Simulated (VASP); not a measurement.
# AgPb7F16 (a cell with a defect) in VASP: electric field gradients with PBE

Aim: the electric field gradients of AgPb7F16 (a cell with a defect) with PBE.

Everything below comes from runs of VASP 6.6.1. Logs are shortened: lines on timing, memory, paths and dates and some standing lists are left out, and cuts for length are marked.

## Step 1: The cell of the first run

The cell holds a defect, 24 atoms: a = 8.366 Å, b = 8.366 Å, c = 8.366 Å, α = 60.00°, β = 60.00°, γ = 60.00°.

## Step 2: Electric field gradients, PBE

Contents of INCAR:

```
ALGO = Normal
EDIFF = 1E-8
ENCUT = 520
GGA = PE
ISIF = 2
ISMEAR = -1
LASPH = True
LCHARG = False
LEFG = True
LREAL = Auto
LWAVE = False
NBANDS = 128
NELECT = 222.0
NELM = 100
PREC = Accurate
SIGMA = 0.01
```

Contents of KPOINTS:

```
k-points
0
Gamma
  3 3 3
```

Contents of POSCAR:

```
AgPb7F16
1.0
    0.0000000000      5.9158968646      5.9158968646
    5.9158968646      0.0000000000      5.9158968646
    5.9158968646      5.9158968646      0.0000000000
Ag Pb F
1 7 16
Direct
    0.0000000000      0.0000000000      0.0000000000
    0.0000000000      0.0000000000      0.5000000000
    0.0000000000      0.5000000000      0.0000000000
    0.0000000000      0.5000000000      0.5000000000
    0.5000000000      0.0000000000      0.0000000000
    0.5000000000      0.0000000000      0.5000000000
    0.5000000000      0.5000000000      0.0000000000
    0.5000000000      0.5000000000      0.5000000000
    0.3750000000      0.3750000000      0.3750000000
    0.3750000000      0.3750000000      0.8750000000
    0.3750000000      0.8750000000      0.3750000000
    0.3750000000      0.8750000000      0.8750000000
    0.8750000000      0.3750000000      0.3750000000
    0.8750000000      0.3750000000      0.8750000000
    0.8750000000      0.8750000000      0.3750000000
    0.8750000000      0.8750000000      0.8750000000
    0.1250000000      0.1250000000      0.1250000000
    0.1250000000      0.1250000000      0.6250000000
    0.1250000000      0.6250000000      0.1250000000
    0.1250000000      0.6250000000      0.6250000000
    0.6250000000      0.1250000000      0.1250000000
    0.6250000000      0.1250000000      0.6250000000
    0.6250000000      0.6250000000      0.1250000000
    0.6250000000      0.6250000000      0.6250000000
```

Potentials or basis: VASP PAW PBE potentials, release 64 (Ag, Pb_d, F).

The run is started by

```
> cat potpaw_PBE.64/Ag/POTCAR potpaw_PBE.64/Pb_d/POTCAR potpaw_PBE.64/F/POTCAR > POTCAR
> mpirun -np 1 vasp_std > vasp.out
```

OUTCAR:

```text
EDIFF = 1E-8
   ENCUT = 520
   GGA = PE
   ISIF = 2
   ISMEAR = -1
   LASPH = True
   LREAL = Auto
   NELECT = 222.0
   NELM = 100
   PREC = Accurate

 ion  position               nearest neighbor table
   1  0.000  0.000  0.000-  15 2.56  18 2.56  12 2.56  16 2.56  17 2.56  14 2.56  19 2.56  21 2.56

   2  0.000  0.000  0.500-  16 2.56  17 2.56  15 2.56  11 2.56  13 2.56  18 2.56  20 2.56  22 2.56

   3  0.000  0.500  0.000-  13 2.56  20 2.56  14 2.56  16 2.56  17 2.56  19 2.56  10 2.56  23 2.56
[... 13 lines left out ...]
  11  0.375  0.875  0.375-   5 2.56   2 2.56   6 2.56   8 2.56
  12  0.375  0.875  0.875-   6 2.56   5 2.56   1 2.56   7 2.56
  13  0.875  0.375  0.375-   3 2.56   2 2.56   4 2.56   8 2.56
  14  0.875  0.375  0.875-   4 2.56   3 2.56   1 2.56   7 2.56
[... 8 lines left out ...]
  23  0.625  0.625  0.125-   8 2.56   5 2.56   7 2.56   3 2.56
  24  0.625  0.625  0.625-   7 2.56   6 2.56   4 2.56   8 2.56

  LATTYP: Found a face centered cubic cell.
 ALAT       =    11.8317937292

  Lattice vectors:

 A1 = (   0.0000000000,   5.9158968646,   5.9158968646)
 A2 = (   5.9158968646,   0.0000000000,   5.9158968646)
 A3 = (   5.9158968646,   5.9158968646,   0.0000000000)

Analysis of symmetry for initial positions (statically):
=====================================================================
 Subroutine PRICEL returns:
 Original cell was already a primitive cell.

 Routine SETGRP: Setting up the symmetry group for a
 face centered cubic supercell.

 Subroutine GETGRP returns: Found 48 space group operations
 (whereof 48 operations were pure point group operations)
 out of a pool of 48 trial point group operations.

The static configuration has the point symmetry O_h .

Analysis of symmetry for dynamics (positions and initial velocities):
=====================================================================
 Subroutine PRICEL returns:
 Original cell was already a primitive cell.

 Routine SETGRP: Setting up the symmetry group for a
 face centered cubic supercell.

 Subroutine GETGRP returns: Found 48 space group operations
 (whereof 48 operations were pure point group operations)
 out of a pool of 48 trial point group operations.

The dynamic configuration has the point symmetry O_h .

 Subroutine INISYM returns: Found 48 space group operations
 (whereof 48 operations are pure point group operations),
 and found     1 'primitive' translations

----------------------------------------------------------------------------------------

                                     Primitive cell

  volume of cell :     414.0872

  direct lattice vectors                    reciprocal lattice vectors
     0.000000000  5.915896865  5.915896865    -0.084518039  0.084518039  0.084518039
     5.915896865  0.000000000  5.915896865     0.084518039 -0.084518039  0.084518039
     5.915896865  5.915896865  0.000000000     0.084518039  0.084518039 -0.084518039

  length of vectors
     8.366341580  8.366341580  8.366341580     0.146389537  0.146389537  0.146389537

  position of ions in fractional coordinates (direct lattice)
     0.000000000  0.000000000  0.000000000
     0.000000000  0.000000000  0.500000000
     0.000000000  0.500000000  0.000000000
     0.000000000  0.500000000  0.500000000
     0.500000000  0.000000000  0.000000000
     0.500000000  0.000000000  0.500000000
[... 16 lines left out ...]
     0.625000000  0.625000000  0.125000000
     0.625000000  0.625000000  0.625000000

  ion indices of the primitive-cell ions
   primitive index   ion index
                 1           1
                 2           2
                 3           3
                 4           4
                 5           5
                 6           6
[... 16 lines left out ...]
                23          23
                24          24

----------------------------------------------------------------------------------------

 KPOINTS: k-points

Automatic generation of k-mesh.
 Grid dimensions read from file:
 generate k-points for:    3    3    3

 Generating k-lattice:

  Cartesian coordinates                     Fractional coordinates (reciprocal lattice)
    -0.028172680  0.028172680  0.028172680     0.333333333  0.000000000  0.000000000
     0.028172680 -0.028172680  0.028172680     0.000000000  0.333333333  0.000000000
     0.028172680  0.028172680 -0.028172680     0.000000000  0.000000000  0.333333333

  Length of vectors
     0.048796512  0.048796512  0.048796512

[... 21 lines left out ...]
   NGXF,Y,Z  is equivalent  to a cutoff of  25.43, 25.43, 25.43 a.u.
 SYSTEM =  unknown system
   PREC   = accura    normal or accurate (medium, high low for compatibility)
   ISTART =      0    job   : 0-new  1-cont  2-samecut
   ICHARG =      2    charge: 1-file 2-atom 10-const
   ISPIN  =      1    spin polarized calculation?
   LNONCOLLINEAR =      F non collinear calculations
   LSORBIT =      F    spin-orbit coupling
   LASPH  =      T    aspherical Exc in radial PAW
   ENCUT  =  520.0 eV  38.22 Ry    6.18 a.u.  15.56 15.56 15.56*2*pi/ulx,y,z
   NELM   =    100;   NELMIN=  2; NELMDL= -5     # of ELM steps
   EDIFF  = 0.1E-07   stopping-criterion for ELM
   LREAL  =      T    real-space projection
   EDIFFG = 0.1E-06   stopping-criterion for IOM
   NSW    =      0    number of steps for IOM
   IBRION =     -1    ionic relax: 0-MD 1-quasi-New 2-CG
   NFREE  =      0    steps in history (QN), initial steepest desc. (CG)
   ISIF   =      2    stress and relaxation
   ISYM   =      2    0-nonsym 1-usesym 2-fastsym
   POTIM  = 0.5000    time-step for ionic-motion
   TEBEG  =    0.0;   TEEND  =   0.0 temperature during run
   PSTRESS=    0.0 pullay stress
   NELECT =     222.0000    total number of electrons
   NUPDOWN=      -1.0000    fix difference up-down
   EMIN   =  10.00;   EMAX   =-10.00  energy-range for DOS
   EFERMI =   0.00;   METHOD = LEGACY
   ISMEAR =    -1;   SIGMA  =   0.01  broadening in eV -4-tet -1-fermi 0-gaus
   EFERMI_NEDOS =   21; number of points for ismear=-14 and -15
   IALGO  =     38    algorithm
   IMIX   =      4    mixing-type and parameters
     AMIX     =   0.40;   BMIX     =  1.00
     AMIX_MAG =   1.60;   BMIX_MAG =  1.00
  volume/ion in A,a.u.               =      17.25       116.43
  Fermi-wavevector in a.u.,A,eV,Ry     =   1.329929  2.513202 24.064788  1.768712
  Thomas-Fermi vector in A             =   2.459055
   LORBIT       =      0    0 simple, 1 ext, 2 COOP (PROOUT), +10 PAW based schemes
   GGA     = PE    functional components
   LHFCALC =     F    Hartree Fock is set to
   AEXX    =    0.0000 exact exchange contribution
   IVDW    =     0    specifies the selected vdW correction
   LEPSILON=     F    determine dielectric tensor
   LRPA    =     F    only Hartree local field effects (RPA)
 non-spin polarized calculation
  energy-cutoff  :      520.00
  volume of cell :      414.09
 maximum number of plane-waves:     11158
 NGX is ok and might be reduce to    64
   NGX = 31   NGY = 31   NGZ = 31

 number of electron     222.0000018 magnetization

 Free energy of the ion-electron system (eV)
  ---------------------------------------------------
  ext. energy  EPLUGINS =         0.00000000
  ---------------------------------------------------
  free energy    TOTEN  =      -107.56128673 eV

  energy without entropy =     -107.56128673  energy(sigma->0) =     -107.56128673

 E-fermi :   3.0533     XC(G=0):  -9.4188

 val. band max:        2.7576387287   @ k =   0.0000   0.0000   0.0000
 cond. band min:       6.0476088260   @ k =   0.0000   0.0000   0.0000
 fundamental gap:      3.2899700973
 Fermi energy:         3.0532952584

 k-point     1 :       0.0000    0.0000    0.0000
  band No.  band energies     occupation
      1     -19.6727      2.00000
      2     -19.4652      2.00000
      3     -19.4652      2.00000
      4     -19.4652      2.00000
      5     -19.4480      2.00000
      6     -19.4480      2.00000
[... 493 lines left out ...]
    122       8.4416      0.00000
    123       8.6140      0.00000
 [bands above 123 left out]

------------------------ aborting loop because EDIFF is reached ----------------------------------------

  FORCE on cell =-STRESS in cart. coord.  units (eV):
  Direction    XX          YY          ZZ          XY          YZ          ZX
  --------------------------------------------------------------------------------------
  -------------------------------------------------------------------------------------
  Total       12.9562231     12.9562231     12.9562231     -0.0000000      0.0000000     -0.0000000
  in kB       50.1299443     50.1299443     50.1299443     -0.0000000      0.0000000     -0.0000000
  external PRESSURE =      50.1299443 kB  Pullay stress =       0.0000000 kB

 VOLUME and BASIS-vectors are now :
 -----------------------------------------------------------------------------
  energy-cutoff  :      520.00
  volume of cell :      414.09
      direct lattice vectors                 reciprocal lattice vectors
     0.000000000  5.915896865  5.915896865    -0.084518039  0.084518039  0.084518039
     5.915896865  0.000000000  5.915896865     0.084518039 -0.084518039  0.084518039
     5.915896865  5.915896865  0.000000000     0.084518039  0.084518039 -0.084518039

 POSITION                                       TOTAL-FORCE (eV/Angst)
 -----------------------------------------------------------------------------------
      0.00000      0.00000      0.00000         0.000000      0.000000      0.000000
      2.95795      2.95795      0.00000         0.000000      0.000000      0.000000
      2.95795      0.00000      2.95795         0.000000      0.000000      0.000000
      5.91590      2.95795      2.95795         0.000000      0.000000      0.000000
      0.00000      2.95795      2.95795         0.000000     -0.000000      0.000000
      2.95795      5.91590      2.95795         0.000000     -0.000000      0.000000
[... 16 lines left out ...]
      4.43692      4.43692      7.39487         0.098890      0.098890     -0.098890
      7.39487      7.39487      7.39487        -0.098890     -0.098890     -0.098890
 -----------------------------------------------------------------------------------
    total drift:                                0.000000      0.000000     -0.000000

  FREE ENERGIE OF THE ION-ELECTRON SYSTEM (eV)
  ---------------------------------------------------
  free  energy   TOTEN  =      -107.5612867314 eV

  energy  without entropy=     -107.5612867314  energy(sigma->0) =     -107.56128673

 Electric field gradients (V/A^2)
---------------------------------------------------------------------
 ion       V_xx      V_yy      V_zz      V_xy      V_xz      V_yz
---------------------------------------------------------------------
   1       0.000     0.000    -0.000    -0.000    -0.000    -0.000
   2       9.031     9.031   -18.061   -30.198    -0.001    -0.001
   3       9.031   -18.061     9.031    -0.001   -30.198    -0.001
   4     -18.061     9.031     9.031    -0.001    -0.001    30.196
   5     -18.061     9.031     9.031    -0.001    -0.001   -30.198
   6       9.031   -18.061     9.031    -0.001    30.196    -0.001
[... 16 lines left out ...]
  23      -0.000    -0.000     0.000     1.102    -1.099    -1.099
  24      -0.000    -0.000     0.000     1.102     1.102     1.102
---------------------------------------------------------------------

 Electric field gradients after diagonalization (V/A^2)
 (convention: |V_zz| > |V_xx| > |V_yy|)
----------------------------------------------------------------------
 ion       V_xx      V_yy      V_zz     asymmetry (V_yy - V_xx)/ V_zz
----------------------------------------------------------------------
   1       0.000     0.000    -0.001       0.000
   2     -21.168   -18.061    39.229       0.079
   3     -21.168   -18.061    39.229       0.079
   4     -21.166   -18.061    39.227       0.079
   5     -21.168   -18.061    39.229       0.079
   6     -21.166   -18.061    39.227       0.079
[... 16 lines left out ...]
  23      -1.102    -1.098     2.200       0.002
  24      -1.102    -1.102     2.204       0.000
----------------------------------------------------------------------

           NMR quadrupolar parameters

 Cq : quadrupolar parameter    Cq=e*Q*V_zz/h
 eta: asymmetry parameters     (V_yy - V_xx)/ V_zz
 Q  : nuclear electric quadrupole moment in mb (millibarn)
----------------------------------------------------------------------
 ion       Cq(MHz)       eta       Q (mb)
----------------------------------------------------------------------
   1      -0.000       0.000       1.000
   2       0.095       0.079       1.000
   3       0.095       0.079       1.000
   4       0.095       0.079       1.000
   5       0.095       0.079       1.000
   6       0.095       0.079       1.000
[... 16 lines left out ...]
  23       0.005       0.002       1.000
  24       0.005       0.000       1.000
----------------------------------------------------------------------
```

It took 12 min on 1 thread of Intel Xeon Platinum 8375C at 2.90GHz (Ice Lake), shared host; peak memory 0.61 GiB.

What came out:

- Free energy: -107.5613 eV
- Largest force: 0.322 eV/Å
- Largest electric field gradient by atom: Ag -0.0; Pb +39.2, -0.0 (each value once); F +2.2, -4.7 (each value once) V/Å²

Forces in eV/Å, atoms in the order of the input:
```
Ag   0.000  0.000  0.000
Pb   0.000  0.000  0.000
Pb   0.000  0.000  0.000
Pb   0.000  0.000  0.000
Pb   0.000  0.000  0.000
Pb   0.000  0.000  0.000
Pb   0.000  0.000  0.000
Pb   0.000  0.000  0.000
F    0.099  0.099  0.099
F   -0.099 -0.099  0.099
F   -0.099  0.099 -0.099
F   -0.186  0.186  0.186
F    0.099 -0.099 -0.099
F    0.186 -0.186  0.186
F    0.186  0.186 -0.186
F   -0.186 -0.186 -0.186
F    0.186  0.186  0.186
F   -0.186 -0.186  0.186
F   -0.186  0.186 -0.186
F   -0.099  0.099  0.099
F    0.186 -0.186 -0.186
F    0.099 -0.099  0.099
F    0.099  0.099 -0.099
F   -0.099 -0.099 -0.099
```

Levels at points of the mesh, in eV from the Fermi level:
```
           k point  band 109  band 110  band 111  band 112  band 113  band 114
(0.00, 0.00, 0.00)     -0.30     -0.30     -0.30      2.99      2.99      2.99
```

Electric field gradients, principal values (V/Å²):
```
atom    least   middle  greatest (by size)
1 Ag    0.000    0.000              -0.001
2 Pb  -18.061  -21.168              39.229
3 Pb  -18.061  -21.168              39.229
4 Pb  -18.061  -21.166              39.227
5 Pb  -18.061  -21.168              39.229
6 Pb  -18.061  -21.166              39.227
7 Pb  -18.061  -21.166              39.227
8 Pb    0.001    0.001              -0.002
 9 F   -1.102   -1.102               2.204
10 F   -1.098   -1.102               2.200
11 F   -1.098   -1.102               2.200
12 F    2.360    2.364              -4.724
13 F   -1.098   -1.102               2.200
14 F    2.360    2.364              -4.724
15 F    2.360    2.364              -4.724
16 F    2.360    2.360              -4.720
17 F    2.360    2.360              -4.720
18 F    2.360    2.364              -4.724
19 F    2.360    2.364              -4.724
20 F   -1.098   -1.102               2.200
21 F    2.360    2.364              -4.724
22 F   -1.098   -1.102               2.200
23 F   -1.098   -1.102               2.200
24 F   -1.102   -1.102               2.204
```

Caveat: the cell carries a net charge on a neutralising background, which shifts energy and pressure; the cell is charged against a uniform background, so pressure and absolute levels hang on convention; without QUAD_EFG the Cq values of the log hold for a quadrupole moment of 1 mb, not for the nuclei; spin-orbit coupling is left out, which moves the levels of the heavy elements.
